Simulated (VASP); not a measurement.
# Si (Fm-3m) in VASP: a series of runs, part 2 of 2

VASP 6.6.1. Earlier steps stand in the parts before.

### Step 4. Relaxation of cell and atoms, PBE+D4

This run uses another cell than the first one, of 9.31 Å³/atom, 0.668 times its volume.

The input, INCAR:

```
ALGO = Normal
EDIFF = 1E-6
EDIFFG = -0.005
ENCUT = 600
GGA = PE
IBRION = 2
ISIF = 3
ISMEAR = -1
IVDW = 13
LASPH = True
LCHARG = False
LREAL = False
LWAVE = False
NELM = 60
NSW = 80
PREC = Accurate
SIGMA = 0.15
```

The input, KPOINTS:

```
k-points
0
Gamma
  17 17 17
```

The input, POSCAR:

```
Si
1.0
    0.0000000000      1.6700000000      1.6700000000
    1.6700000000      0.0000000000      1.6700000000
    1.6700000000      1.6700000000      0.0000000000
Si
1
Direct
    0.0000000000      0.0000000000      0.0000000000
```

Started as:

```bash
$ cat potpaw_PBE.64/Si/POTCAR > POTCAR
$ mpirun -np 1 vasp_std > vasp.out
```

Run time: 44 s. Hardware: 1 thread of Intel Xeon Platinum 8488C (Sapphire Rapids), shared host; peak memory 0.13 GiB.

Results (log left out):

| Quantity | Value |
| --- | --- |
| Free energy | -5.3543 eV |
| Relaxed volume | 13.73 Å³/atom |
| Relaxed cell | a = 2.688 Å, b = 2.688 Å, c = 2.688 Å, α = 60.00°, β = 60.00°, γ = 60.00° |
| Space group after relaxing (to 0.05 Å) | Fm-3m (No. 225) |
| Energy gained by relaxing | 821.2 meV/atom |
| Ionic steps | 14 |
| Pressure after relaxing | 0.0 GPa |
| Band gap on the k mesh | zero (band 2 reaches 22.68 eV, above the bottom of band 3 at 7.72 eV) |
| Dispersion energy per atom | -0.464 eV |

Step by step:
| step | energy change (eV) | largest force (eV/Å) | pressure (GPa) | volume (Å³) |
| --- | --- | --- | --- | --- |
| 1 | 0.0000 | 0.0000 | 84.65 | 9.31 |
| 2 | -0.6467 | 0.0000 | 23.83 | 17.65 |
| 3 | 0.5654 | 0.0000 | -14.84 | 31.99 |
| 4 | -0.2435 | 0.0000 | -10.55 | 23.68 |
| 5 | -0.4693 | 0.0000 | -13.90 | 21.30 |
| 6 | -0.6113 | 0.0000 | -15.79 | 19.42 |
| 7 | -0.6857 | 0.0000 | -15.20 | 18.52 |
| 8 | -0.7161 | 0.0000 | 0.26 | 18.08 |
| 9 | -0.7056 | 0.0000 | -12.75 | 18.30 |
| 10 | -0.8046 | 0.0000 | -5.33 | 14.66 |
| 11 | -0.8100 | 0.0000 | 5.46 | 13.03 |
| 12 | -0.8211 | 0.0000 | -0.47 | 13.79 |
| 13 | -0.8212 | 0.0000 | 0.07 | 13.71 |
| 14 | -0.8212 | 0.0000 | -0.02 | 13.73 |

Final structure:
```cif
data_structure
_symmetry_space_group_name_H-M 'P 1'
_symmetry_Int_Tables_number 1
_cell_length_a 2.6875
_cell_length_b 2.6875
_cell_length_c 2.6875
_cell_angle_alpha 60.000
_cell_angle_beta 60.000
_cell_angle_gamma 60.000
_cell_volume 13.73
loop_
_atom_site_label
_atom_site_type_symbol
_atom_site_fract_x
_atom_site_fract_y
_atom_site_fract_z
_atom_site_occupancy
Si1 Si 0.00000 0.00000 0.00000 1
```

Levels at points of the mesh, in eV from the Fermi level:
```tsv
k point	band 1	band 2	band 3	band 4	band 5
(0.00, 0.00, 0.00)	-15.00	11.75	11.75	11.75	12.09
```

Caveat: the volume moved by over 15 % at a fixed basis, so the end points are rough; the volume moved by +47 % from the deposited cell, more than functionals usually miss; pairwise dispersion overbinds metals, which lowers pressure and volume. Zero-point motion and thermal expansion aren't in these numbers.

### Step 5. Relaxation of cell and atoms, RPBE

This run uses another cell than the first one, of 9.31 Å³/atom, 0.668 times its volume.

The input, INCAR:

```
SYSTEM = Si
PREC = Accurate
ENCUT = 600
EDIFF = 1E-6
ISMEAR = -1
SIGMA = 0.15
LREAL = .False.
LASPH = .True.
NELM = 100
ALGO = Normal
ISIF = 3
LWAVE = .False.
LCHARG = .False.
GGA = RP
IBRION = 2
NSW = 80
EDIFFG = -0.005
```

The input, KPOINTS:

```
regular mesh
0
Gamma
  17 17 17
  0 0 0
```

POSCAR is that of step 4.

Potentials or basis: VASP PAW PBE potentials, release 64 (Si).

Started as:

```bash
$ cat potpaw_PBE.64/Si/POTCAR > POTCAR
$ mpirun -np 1 vasp_std > vasp.out
```

OUTCAR:

```text
SYSTEM = Si
   PREC = Accurate
   ENCUT = 600
   EDIFF = 1E-6
   ISMEAR = -1
   LREAL = .False.
   LASPH = .True.
   NELM = 100
   ISIF = 3
   GGA = RP
   IBRION = 2
   NSW = 80
   EDIFFG = -0.005

 ion  position               nearest neighbor table
   1  0.000  0.000  0.000-

  LATTYP: Found a face centered cubic cell.
 ALAT       =     3.3400000000

  Lattice vectors:

 A1 = (   0.0000000000,   1.6700000000,   1.6700000000)
 A2 = (   1.6700000000,   0.0000000000,   1.6700000000)
 A3 = (   1.6700000000,   1.6700000000,   0.0000000000)

Analysis of symmetry for initial positions (statically):
=====================================================================
 Subroutine PRICEL returns:
[... 493 lines left out ...]
  free  energy   TOTEN  =        -4.6085578249 eV

  energy  without entropy=       -4.5744702182  energy(sigma->0) =       -4.59151402

[... ionic steps 4 to 18 ...]

--------------------------------------- Ionic step       19  -------------------------------------------

 number of electron       4.0000000 magnetization

------------------------ aborting loop because EDIFF is reached ----------------------------------------
[... 65 lines left out ...]
--------------------------------------- Ionic step       21  -------------------------------------------

 number of electron       4.0000000 magnetization

 Free energy of the ion-electron system (eV)
  ---------------------------------------------------
  ext. energy  EPLUGINS =         0.00000000
  ---------------------------------------------------
  free energy    TOTEN  =        -4.60910635 eV

  energy without entropy =       -4.57483455  energy(sigma->0) =       -4.59197045

 E-fermi :  10.1585     XC(G=0): -11.1453

 val. band max:       10.1189823235   @ k =  -0.1765   0.2941   0.1176
 cond. band min:      10.2172251053   @ k =   0.4706   0.3529   0.0588
 fundamental gap:      0.0982427818
 Fermi energy:        10.1584832571

 k-point     1 :       0.0000    0.0000    0.0000
  band No.  band energies     occupation
      1      -4.2481      2.00000
      2      21.2347      0.00000
      3      21.2347      0.00000
      4      21.9490      0.00000
      5      21.9490      0.00000
      6      21.9490      0.00000
[... 235 lines left out ...]
  FREE ENERGIE OF THE ION-ELECTRON SYSTEM (eV)
  ---------------------------------------------------
  free  energy   TOTEN  =        -4.6091063533 eV

  energy  without entropy=       -4.5748345467  energy(sigma->0) =       -4.59197045

 reached required accuracy - stopping structural energy minimisation
```

Wall time 30 s (1 thread of Intel Xeon Platinum 8488C (Sapphire Rapids), shared host); peak memory 0.13 GiB.

Results:

- Free energy: -4.6091 eV
- Relaxed volume: 14.61 Å³/atom
- Relaxed cell: a = 2.744 Å, b = 2.744 Å, c = 2.744 Å, α = 60.00°, β = 60.00°, γ = 60.00°
- Space group after relaxing (to 0.05 Å): Fm-3m (No. 225)
- Energy gained by relaxing: 1066.6 meV/atom
- Ionic steps: 21
- Pressure after relaxing: 0.0 GPa
- Band gap on the k mesh: zero (band 2 reaches 21.23 eV, above the bottom of band 3 at 7.18 eV)

The path:
| step | energy change (eV) | largest force (eV/Å) | pressure (GPa) | volume (Å³) |
| --- | --- | --- | --- | --- |
| 1 | 0.0000 | 0.0000 | 96.87 | 9.31 |
| 2 | -0.8465 | 0.0000 | -12.42 | 19.16 |
| 3 | -1.0661 | 0.0000 | 1.00 | 14.43 |
| 4 | -1.0666 | 0.0000 | -0.36 | 14.68 |
| 5 | -1.0666 | 0.0000 | 0.30 | 14.56 |
| 6 | -1.0666 | 0.0000 | 0.30 | 14.56 |
| 7 | -1.0666 | 0.0000 | 0.30 | 14.56 |
| 8 | -1.0666 | 0.0000 | 0.30 | 14.56 |
| 9 | -1.0666 | 0.0000 | 0.30 | 14.56 |
| 10 | -1.0666 | 0.0000 | 0.30 | 14.56 |
| 11 | -1.0666 | 0.0000 | 0.30 | 14.56 |
| 12 | -1.0666 | 0.0000 | 0.30 | 14.56 |
| 13 | -1.0666 | 0.0000 | 0.30 | 14.56 |
| 14 | -1.0666 | 0.0000 | 0.30 | 14.56 |
| 15 | -1.0666 | 0.0000 | 0.29 | 14.56 |
| 16 | -1.0666 | 0.0000 | 0.29 | 14.56 |
| 17 | -1.0666 | 0.0000 | 0.28 | 14.56 |
| 18 | -1.0666 | 0.0000 | 0.27 | 14.57 |
| 19 | -1.0666 | 0.0000 | 0.24 | 14.57 |
| 20 | -1.0666 | 0.0000 | 0.19 | 14.58 |
| 21 | -1.0666 | 0.0000 | 0.02 | 14.61 |

Final structure:
```cif
data_structure
_symmetry_space_group_name_H-M 'P 1'
_symmetry_Int_Tables_number 1
_cell_length_a 2.7440
_cell_length_b 2.7440
_cell_length_c 2.7440
_cell_angle_alpha 60.000
_cell_angle_beta 60.000
_cell_angle_gamma 60.000
_cell_volume 14.61
loop_
_atom_site_label
_atom_site_type_symbol
_atom_site_fract_x
_atom_site_fract_y
_atom_site_fract_z
_atom_site_occupancy
Si1 Si 0.00000 0.00000 0.00000 1
```

Caveat: the volume moved by over 15 % at a fixed basis, so the end points are rough; the PAW data sets were made with another functional, which shifts forces and pressure a little; the volume moved by +57 % from the deposited cell, more than functionals usually miss. Zero-point motion and thermal expansion aren't in these numbers.

### Step 6. Relaxation of cell and atoms, LDA

This run uses another cell than the first one, of 9.31 Å³/atom, 0.668 times its volume.

The input, INCAR:

```
  ALGO = Normal
  EDIFF = 1E-6
  EDIFFG = -0.005
  ENCUT = 600
  GGA = CA
  IBRION = 2
  ISIF = 3
  ISMEAR = -1
  LASPH = T
  LCHARG = F
  LREAL = F
  LWAVE = F
  NELM = 60
  NSW = 80
  PREC = Accurate
  SIGMA = 0.15
```

The input, KPOINTS:

```
k-points
0
Gamma
  17 17 17
```

POSCAR is that of step 5.

Potentials or basis: VASP PAW LDA potentials, release 64 (Si).

Started as:

```bash
$ cat potpaw_LDA.64/Si/POTCAR > POTCAR
$ mpirun -np 1 vasp_std > vasp.out
```

It took 14 s on 1 thread of Intel Xeon Platinum 8488C (Sapphire Rapids), shared host; peak memory 0.12 GiB.

It converged, with:

```
Free energy                            : -5.5232 eV
Relaxed volume                         : 13.95 Å³/atom
Relaxed cell                           : a = 2.702 Å, b = 2.702 Å, c = 2.702 Å, α = 60.00°, β = 60.00°, γ = 60.00°
Space group after relaxing (to 0.05 Å) : Fm-3m (No. 225)
Energy gained by relaxing              : 866.6 meV/atom
Ionic steps                            : 5
Pressure after relaxing                : 0.0 GPa
Band gap on the k mesh                 : zero (band 2 reaches 22.03 eV, above the bottom of band 3 at 7.56 eV)
```

The path:
```csv
step,energy change (eV),largest force (eV/Å),pressure (GPa),volume (Å³)
1,0.0000,0.0000,85.76,9.31
2,-0.6732,0.0000,-13.34,17.78
3,-0.8664,0.0000,0.71,13.84
4,-0.8666,0.0000,-0.22,13.98
5,-0.8666,0.0000,0.00,13.95
```

Final structure:
```
CELL_PARAMETERS angstrom
0.00000 1.91060 1.91060
1.91060 0.00000 1.91060
1.91060 1.91060 0.00000
ATOMIC_POSITIONS crystal
Si 0.00000 0.00000 0.00000
```

Levels at points of the mesh, in eV from the Fermi level:
```tsv
k point	band 1	band 2	band 3	band 4	band 5	band 6
(0.00, 0.00, 0.00)	-14.78	11.36	11.36	12.01	12.01	12.01
```

Caveat: the volume moved by over 15 % at a fixed basis, so the end points are rough; the volume moved by +50 % from the deposited cell, more than functionals usually miss.

### Step 7. Relaxation of cell and atoms, revPBE+D3(BJ)

This run uses another cell than the first one, of 9.31 Å³/atom, 0.668 times its volume.

The input, INCAR:

```
ALGO = Normal
EDIFF = 1E-6
EDIFFG = -0.005
ENCUT = 600
GGA = RE
IBRION = 2
ISIF = 3
ISMEAR = -1
IVDW = 12
LASPH = True
LCHARG = False
LREAL = False
LWAVE = False
NELM = 80
NSW = 80
PREC = Accurate
SIGMA = 0.15
```

KPOINTS is that of step 6.

POSCAR is that of step 6.

Potentials or basis: VASP PAW PBE potentials, release 64 (Si).

Started as:

```bash
$ cat potpaw_PBE.64/Si/POTCAR > POTCAR
$ mpirun -np 1 vasp_std > vasp.out
```

OUTCAR:

```text
EDIFF = 1E-6
   EDIFFG = -0.005
   ENCUT = 600
   GGA = RE
   IBRION = 2
   ISIF = 3
   ISMEAR = -1
   IVDW = 12
   LASPH = True
   LREAL = False
   NELM = 80
   NSW = 80
   PREC = Accurate
 IVDW          = 12

 ion  position               nearest neighbor table
   1  0.000  0.000  0.000-

  LATTYP: Found a face centered cubic cell.
 ALAT       =     3.3400000000

  Lattice vectors:

 A1 = (   0.0000000000,   1.6700000000,   1.6700000000)
 A2 = (   1.6700000000,   0.0000000000,   1.6700000000)
 A3 = (   1.6700000000,   1.6700000000,   0.0000000000)

Analysis of symmetry for initial positions (statically):
=====================================================================
 Subroutine PRICEL returns:
 Original cell was already a primitive cell.

 Routine SETGRP: Setting up the symmetry group for a
 face centered cubic supercell.

 Subroutine GETGRP returns: Found 48 space group operations
 (whereof 48 operations were pure point group operations)
 out of a pool of 48 trial point group operations.
[... 207 lines left out ...]
 Fermi energy:         8.7728121748

 k-point     1 :       0.0000    0.0000    0.0000
  band No.  band energies     occupation
      1      -4.6601      2.00000
      2      18.6345      0.00000
      3      18.6345      0.00000
      4      20.2115      0.00000
      5      20.2115      0.00000
      6      20.2115      0.00000
[... 323 lines left out ...]
--------------------------------------- Ionic step        5  -------------------------------------------

 number of electron       4.0000000 magnetization

 Free energy of the ion-electron system (eV)
  ---------------------------------------------------
  ext. energy  EPLUGINS =         0.00000000
  ---------------------------------------------------
  free energy    TOTEN  =        -4.61794745 eV

  energy without entropy =       -4.58628179  energy(sigma->0) =       -4.60211462

 E-fermi :  11.7865     XC(G=0): -11.6311

 val. band max:       11.6985256158   @ k =  -0.4118   0.3529   0.1176
 cond. band min:      11.7900208166   @ k =  -0.4118   0.4706   0.0588
 fundamental gap:      0.0914952008
 Fermi energy:        11.7865154582

 k-point     1 :       0.0000    0.0000    0.0000
  band No.  band energies     occupation
      1      -3.7741      2.00000
      2      24.0310      0.00000
      3      24.0310      0.00000
      4      24.0310      0.00000
      5      24.3194      0.00000
      6      24.3194      0.00000
[... 239 lines left out ...]
  FREE ENERGIE OF THE ION-ELECTRON SYSTEM (eV)
  ---------------------------------------------------
  free  energy   TOTEN  =        -5.5527177262 eV

  energy  without entropy=       -5.5210520644  energy(sigma->0) =       -5.53688490

 reached required accuracy - stopping structural energy minimisation
```

OSZICAR:

```text
N       E                     dE             d eps       ncg     rms          rms(c)
DAV:   1     0.693961230659E+00    0.69396E+00   -0.22678E+03  2292   0.606E+02
[... 32 lines left out ...]
DAV:   4    -0.462134680638E+01    0.15032E-07   -0.53414E-08  1248   0.280E-03
   4 F= -.55526751E+01 E0= -.55368080E+01  d E =-.613858E+00
       N       E                     dE             d eps       ncg     rms          rms(c)
DAV:   1    -0.461796584129E+01    0.33810E-02   -0.12854E-03  2148   0.195E-01    0.380E-02
DAV:   2    -0.461795387223E+01    0.11969E-04   -0.64510E-06  2358   0.261E-02    0.211E-02
DAV:   3    -0.461794744609E+01    0.64261E-05   -0.69942E-06  2208   0.160E-02    0.747E-03
DAV:   4    -0.461794745320E+01   -0.71096E-08   -0.16775E-08  1020   0.157E-03
   5 F= -.55527177E+01 E0= -.55368849E+01  d E =-.426369E-04
```

CONTCAR:

```text
Si
   1.00000000000000
     0.0000000000000000    1.8655722400728811    1.8655722400728811
     1.8655722400728811    0.0000000000000000    1.8655722400728811
     1.8655722400728811    1.8655722400728811    0.0000000000000000
  Si
     1
Direct
     1.0000000000000000    0.0000000000000000    0.0000000000000000

  0.00000000E+00  0.00000000E+00  0.00000000E+00
```

Wall time 16 s (1 thread of Intel Xeon Platinum 8488C (Sapphire Rapids), shared host); peak memory 0.14 GiB.

Results:

| Property | Result |
| --- | --- |
| Free energy | -5.5527 eV |
| Relaxed volume | 12.99 Å³/atom |
| Relaxed cell | a = 2.638 Å, b = 2.638 Å, c = 2.638 Å, α = 60.00°, β = 60.00°, γ = 60.00° |
| Space group after relaxing (to 0.05 Å) | Fm-3m (No. 225) |
| Energy gained by relaxing | 613.9 meV/atom |
| Ionic steps | 5 |
| Pressure after relaxing | 0.0 GPa |
| Band gap on the k mesh | zero (band 2 reaches 24.03 eV, above the bottom of band 3 at 8.37 eV) |
| Dispersion energy per atom | -0.935 eV |

Step by step:
| step | energy change (eV) | largest force (eV/Å) | pressure (GPa) | volume (Å³) |
| --- | --- | --- | --- | --- |
| 1 | 0.0000 | 0.0000 | 72.60 | 9.31 |
| 2 | -0.4363 | 0.0000 | -14.27 | 16.24 |
| 3 | -0.6139 | 0.0000 | 0.33 | 12.95 |
| 4 | -0.6139 | 0.0000 | -0.33 | 13.03 |
| 5 | -0.6139 | 0.0000 | 0.04 | 12.99 |

Final structure:
```
CELL_PARAMETERS angstrom
0.00000 1.86557 1.86557
1.86557 0.00000 1.86557
1.86557 1.86557 0.00000
ATOMIC_POSITIONS crystal
Si 0.00000 0.00000 0.00000
```

Levels at points of the mesh, in eV from the Fermi level:
```
           k point  band 1  band 2  band 3  band 4  band 5
(0.00, 0.00, 0.00)  -15.56   12.24   12.24   12.24   12.53
```

Caveat: the volume moved by over 15 % at a fixed basis, so the end points are rough; the PAW data sets were made with another functional, which shifts forces and pressure a little; the volume moved by +39 % from the deposited cell, more than functionals usually miss; pairwise dispersion overbinds metals, which lowers pressure and volume. Zero-point motion and thermal expansion aren't in these numbers.

### Step 8. Summary

```tsv
task	level	potentials or basis	cell	cutoff (eV)	gap on the mesh (eV)	pressure (GPa)	relaxed volume (Å³/atom)
single point	LDA	VASP PAW LDA potentials, release 64 (Si)	a = 2.701 Å, angles 60.0°, 1 atom	520	none	0.1	-
single point	RPBE	VASP PAW PBE potentials, release 64 (Si)	a = 2.749 Å, angles 60.0°, 1 atom	520	none	-0.4	-
relaxation of cell and atoms	PBE+D4	VASP PAW PBE potentials, release 64 (Si)	relaxed from a = 2.362 Å, angles 60.0°, 1 atom	600	none	0.0	13.73
relaxation of cell and atoms	RPBE	VASP PAW PBE potentials, release 64 (Si)	relaxed from a = 2.362 Å, angles 60.0°, 1 atom	600	none	0.0	14.61
relaxation of cell and atoms	LDA	VASP PAW LDA potentials, release 64 (Si)	relaxed from a = 2.362 Å, angles 60.0°, 1 atom	600	none	0.0	13.95
relaxation of cell and atoms	revPBE+D3(BJ)	VASP PAW PBE potentials, release 64 (Si)	relaxed from a = 2.362 Å, angles 60.0°, 1 atom	600	none	0.0	12.99
```

Alike in all rows: no spin polarisation; k mesh 17 × 17 × 17; smearing fermi-dirac 0.15 eV.

Caveats: the volume moved by over 15 % at a fixed basis, so the end points are rough (some runs); the PAW data sets were made with another functional, which shifts forces and pressure a little (some runs); pairwise dispersion overbinds metals, which lowers pressure and volume (some runs); the volume moved by +47 % from the deposited cell, more than functionals usually miss (some runs); the volume moved by +57 % from the deposited cell, more than functionals usually miss (some runs); the volume moved by +50 % from the deposited cell, more than functionals usually miss (some runs); the volume moved by +39 % from the deposited cell, more than functionals usually miss (some runs).

Total energies depend on the potentials used, so only differences within one code and one set of settings carry meaning.
